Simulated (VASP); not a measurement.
# BePd (Pm-3m) in VASP: elastic constants with LDA

Aim: the elastic constants of BePd with LDA.

Everything below comes from runs of VASP 6.6.1. Logs are shortened: lines on timing, memory, paths and dates and some standing lists are left out, and cuts for length are marked.

## 1. The cell of the first run

It takes space group Pm-3m (No. 221, cubic). The conventional cell has a = 2.773 Å, b = 2.773 Å, c = 2.773 Å, α = 90.00°, β = 90.00°, γ = 90.00°. Be (site symmetry m-3m) has 8 Pd at 2.40 Å and 6 Be at 2.77 Å within 3.2 Å. Within 3.2 Å of Pd (site symmetry m-3m) lie 8 Be at 2.40 Å and 6 Pd at 2.77 Å.

## 2. Elastic constants, LDA

File INCAR:

```
SYSTEM = BePd
PREC = Accurate ; ENCUT = 600
EDIFF = 1E-8 ; ISMEAR = -1
SIGMA = 0.05 ; LREAL = .FALSE.
LASPH = .TRUE. ; NELM = 100
ALGO = Normal ; ISIF = 3
LWAVE = .FALSE. ; LCHARG = .FALSE.
IBRION = 6 ; NFREE = 2
POTIM = 0.015 ; NSW = 1
```

File KPOINTS:

```
Automatic mesh
0
G
  12 12 12
  0 0 0
```

File POSCAR:

```
BePd
1.0
    2.7729468582      0.0000000000      0.0000000000
    0.0000000000      2.7729468582      0.0000000000
    0.0000000000      0.0000000000      2.7729468582
Be Pd
1 1
Direct
    0.0000000000      0.0000000000      0.0000000000
    0.5000000000      0.5000000000      0.5000000000
```

Potentials or basis: VASP PAW LDA potentials, release 64 (Be, Pd).

Command:

```bash
$ cat potpaw_LDA.64/Be/POTCAR potpaw_LDA.64/Pd/POTCAR > POTCAR
$ mpirun -np 1 vasp_std > vasp.out
```

OUTCAR:

```text
SYSTEM = BePd
   PREC = Accurate
   ENCUT = 600
   EDIFF = 1E-8
   ISMEAR = -1
   LREAL = .FALSE.
   LASPH = .TRUE.
   NELM = 100
   ISIF = 3
   IBRION = 6
   NFREE = 2
   POTIM = 0.015
   NSW = 1

 ion  position               nearest neighbor table
   1  0.000  0.000  0.000-   2 2.40   2 2.40   2 2.40   2 2.40   2 2.40   2 2.40   2 2.40   2 2.40

   2  0.500  0.500  0.500-   1 2.40   1 2.40   1 2.40   1 2.40   1 2.40   1 2.40   1 2.40   1 2.40

  LATTYP: Found a simple cubic cell.
 ALAT       =     2.7729468582

  Lattice vectors:

 A1 = (   2.7729468582,   0.0000000000,   0.0000000000)
 A2 = (   0.0000000000,   2.7729468582,   0.0000000000)
 A3 = (   0.0000000000,   0.0000000000,   2.7729468582)

Analysis of symmetry for initial positions (statically):
=====================================================================
 Subroutine PRICEL returns:
 Original cell was already a primitive cell.

 Routine SETGRP: Setting up the symmetry group for a
 simple cubic supercell.

 Subroutine GETGRP returns: Found 48 space group operations
 (whereof 48 operations were pure point group operations)
 out of a pool of 48 trial point group operations.

The static configuration has the point symmetry O_h .

Analysis of symmetry for dynamics (positions and initial velocities):
=====================================================================
 Subroutine PRICEL returns:
 Original cell was already a primitive cell.

 Routine SETGRP: Setting up the symmetry group for a
 simple cubic supercell.

 Subroutine GETGRP returns: Found 48 space group operations
 (whereof 48 operations were pure point group operations)
 out of a pool of 48 trial point group operations.

The dynamic configuration has the point symmetry O_h .

 Subroutine INISYM returns: Found 48 space group operations
 (whereof 48 operations are pure point group operations),
 and found     1 'primitive' translations

----------------------------------------------------------------------------------------

                                     Primitive cell

  volume of cell :      21.3218

  direct lattice vectors                    reciprocal lattice vectors
     2.772946858  0.000000000  0.000000000     0.360627178  0.000000000  0.000000000
     0.000000000  2.772946858  0.000000000     0.000000000  0.360627178  0.000000000
     0.000000000  0.000000000  2.772946858     0.000000000  0.000000000  0.360627178

  length of vectors
     2.772946858  2.772946858  2.772946858     0.360627178  0.360627178  0.360627178

  position of ions in fractional coordinates (direct lattice)
     0.000000000  0.000000000  0.000000000
     0.500000000  0.500000000  0.500000000

  ion indices of the primitive-cell ions
   primitive index   ion index
                 1           1
                 2           2

----------------------------------------------------------------------------------------

 KPOINTS: Automatic mesh

Automatic generation of k-mesh.
 Grid dimensions read from file:
 generate k-points for:   12   12   12

 Generating k-lattice:

  Cartesian coordinates                     Fractional coordinates (reciprocal lattice)
     0.030052265  0.000000000  0.000000000     0.083333333  0.000000000  0.000000000
     0.000000000  0.030052265  0.000000000     0.000000000  0.083333333  0.000000000
     0.000000000  0.000000000  0.030052265     0.000000000  0.000000000  0.083333333

[... 104 lines left out ...]

  energy without entropy =      -11.94511130  energy(sigma->0) =      -11.94916163

------------------------ aborting loop because EDIFF is reached ----------------------------------------

  FORCE on cell =-STRESS in cart. coord.  units (eV):
  Direction    XX          YY          ZZ          XY          YZ          ZX
  --------------------------------------------------------------------------------------
  -------------------------------------------------------------------------------------
  Total        0.0879370      0.0879370      0.0879370      0.0000000     -0.0000000     -0.0000000
  in kB        6.6078127      6.6078127      6.6078127      0.0000000     -0.0000000     -0.0000000
  external PRESSURE =       6.6078127 kB  Pullay stress =       0.0000000 kB
[... 89 lines left out ...]
  FREE ENERGIE OF THE ION-ELECTRON SYSTEM (eV)
  ---------------------------------------------------
  free  energy   TOTEN  =       -11.9483866605 eV

  energy  without entropy=      -11.9414082964  energy(sigma->0) =      -11.94489748

[... ionic steps 4 to 14 ...]

--------------------------------------- Ionic step       15  -------------------------------------------

 number of electron      12.0000003 magnetization

------------------------ aborting loop because EDIFF is reached ----------------------------------------
[... 67 lines left out ...]
--------------------------------------- Ionic step       17  -------------------------------------------

 number of electron      12.0000002 magnetization

 Free energy of the ion-electron system (eV)
  ---------------------------------------------------
  ext. energy  EPLUGINS =         0.00000000
  ---------------------------------------------------
  free energy    TOTEN  =       -11.95269174 eV

  energy without entropy =      -11.94458839  energy(sigma->0) =      -11.94864007

 E-fermi :  10.3626     XC(G=0): -12.8064

 val. band max:       10.3615064202   @ k =   0.5000   0.1667   0.0833
 cond. band min:      10.3639540334   @ k =   0.0833   0.5000   0.0833
 fundamental gap:      0.0024476132
 Fermi energy:        10.3625885922

 k-point     1 :       0.0000    0.0000    0.0000
  band No.  band energies     occupation
      1       0.3871      2.00000
      2       4.4144      2.00000
      3       4.4146      2.00000
      4       7.9326      2.00000
      5       7.9327      2.00000
      6       7.9327      2.00000
      7      15.7030      0.00000
      8      15.7030      0.00000
      9      15.7048      0.00000
     10      25.0817      0.00000
[... 287 lines left out ...]
 k-point    24 :       0.4167    0.3333    0.0000
  band No.  band energies     occupation
      1       3.5468      2.00000
      2       4.6665      2.00000
      3       6.5911      2.00000
      4       6.7510      2.00000
      5       7.0953      2.00000
      6       7.5081      2.00000
      7      10.5325      0.06464
      8      16.6358      0.00000
      9      18.5062      0.00000
     10      19.5463      0.00000

 [... further k-points ...]
[... 5 lines left out ...]
  --------------------------------------------------------------------------------------
  -------------------------------------------------------------------------------------
  Total        0.0880554      0.0906565      0.0906565      0.0000000      0.0000000      0.0000000
  in kB        6.6167094      6.8121582      6.8121582      0.0000000      0.0000000      0.0000000
  external PRESSURE =       6.7470086 kB  Pullay stress =       0.0000000 kB
[... 17 lines left out ...]
  FREE ENERGIE OF THE ION-ELECTRON SYSTEM (eV)
  ---------------------------------------------------
  free  energy   TOTEN  =       -11.9526917447 eV

  energy  without entropy=      -11.9445883859  energy(sigma->0) =      -11.94864007

 INTERNAL STRAIN TENSORS FROM STRAINED CELLS
 ============================================

 INTERNAL STRAIN TENSOR FOR ION    1 for displacements in x,y,z  (eV/Angst):
          X           Y           Z          XY          YZ          ZX
  --------------------------------------------------------------------------------
  x     0.00000     0.00000     0.00000     0.00000     0.00000     0.00000
  y     0.00000     0.00000     0.00000     0.00000     0.00000     0.00000
  z     0.00000     0.00000     0.00000     0.00000     0.00000     0.00000

 INTERNAL STRAIN TENSORS FROM DISPLACED ATOMS
 ============================================

 INTERNAL STRAIN TENSOR FOR ION    1 for displacements in x,y,z  (eV/Angst):
          X           Y           Z          XY          YZ          ZX
  --------------------------------------------------------------------------------
  x     0.00000     0.00000     0.00000     0.00000     0.00000     0.00000
  y     0.00000     0.00000     0.00000     0.00000     0.00000     0.00000
  z     0.00000     0.00000     0.00000     0.00000     0.00000     0.00000

 INTERNAL STRAIN TENSOR FOR ION    2 for displacements in x,y,z  (eV/Angst):
          X           Y           Z          XY          YZ          ZX
  --------------------------------------------------------------------------------
  x     0.00000     0.00000     0.00000     0.00000     0.00000     0.00000
  y     0.00000     0.00000     0.00000     0.00000     0.00000     0.00000
  z     0.00000     0.00000     0.00000     0.00000     0.00000     0.00000

 Eigenvectors and eigenvalues of the dynamical matrix
 ----------------------------------------------------

   1 f  =   11.648267 THz    73.188222 2PiTHz  388.544376 cm-1    48.173341 meV
             X         Y         Z           dx          dy          dz
      0.000000  0.000000  0.000000     0.960146    0.000000   -0.000000
      1.386473  1.386473  1.386473    -0.279498    0.000000    0.000000
[... 21 lines left out ...]
   6 f/i=    0.000854 THz     0.005364 2PiTHz    0.028478 cm-1     0.003531 meV
             X         Y         Z           dx          dy          dz
      0.000000  0.000000  0.000000     0.005550    0.036622    0.277033
      1.386473  1.386473  1.386473     0.019065    0.125805    0.951678

--------------------------------------------------------------------------------------------------------

 ELASTIC MODULI CONTR FROM IONIC RELAXATION (kBar)
 Direction    XX          YY          ZZ          XY          YZ          ZX
 --------------------------------------------------------------------------------
 XX           0.0000      0.0000      0.0000      0.0000      0.0000      0.0000
 YY           0.0000      0.0000      0.0000      0.0000      0.0000      0.0000
 ZZ           0.0000      0.0000      0.0000      0.0000      0.0000      0.0000
 XY           0.0000      0.0000      0.0000      0.0000      0.0000      0.0000
 YZ           0.0000      0.0000      0.0000      0.0000      0.0000      0.0000
 ZX           0.0000      0.0000      0.0000      0.0000      0.0000      0.0000
 --------------------------------------------------------------------------------

 TOTAL ELASTIC MODULI (kBar)
 Direction    XX          YY          ZZ          XY          YZ          ZX
 --------------------------------------------------------------------------------
 XX        2420.5776   1922.6341   1922.6341      0.0000      0.0000     -0.0000
 YY        1922.6341   2420.5776   1922.6341      0.0000      0.0000      0.0000
 ZZ        1922.6341   1922.6341   2420.5776     -0.0000      0.0000      0.0000
 XY           0.0000      0.0000     -0.0000    697.0306      0.0000      0.0000
 YZ           0.0000      0.0000      0.0000      0.0000    697.0306      0.0000
 ZX          -0.0000      0.0000      0.0000      0.0000      0.0000    697.0306
 --------------------------------------------------------------------------------
```

Wall time 4.5 min (1 thread of AMD EPYC 9R45 (Zen 5), shared host); peak memory 0.34 GiB.

What came out:

| Quantity | Value |
| --- | --- |
| Elastic constants C11, C12, C44 | 242, 192, 70 GPa |
| Voigt bulk modulus | 209 GPa |
| Highest phonon frequency at Γ | 389 cm⁻¹ |

Phonon frequencies in cm⁻¹ (negative: imaginary):
| q point | frequencies |
| --- | --- |
| (0.000, 0.000, 0.000) | 0 0 0 389 389 389 |

Elastic tensor in Voigt notation (GPa, in the Cartesian axes of the cell as first typed):
```
242 192 192   0   0   0
192 242 192   0   0   0
192 192 242   0   0   0
  0   0   0  70   0   0
  0   0   0   0  70   0
  0   0   0   0   0  70
```

Clamped-ion elastic tensor (GPa):
```
242 192 192   0   0   0
192 242 192   0   0   0
192 192 242   0   0   0
  0   0   0  70   0   0
  0   0   0   0  70   0
  0   0   0   0   0  70
```
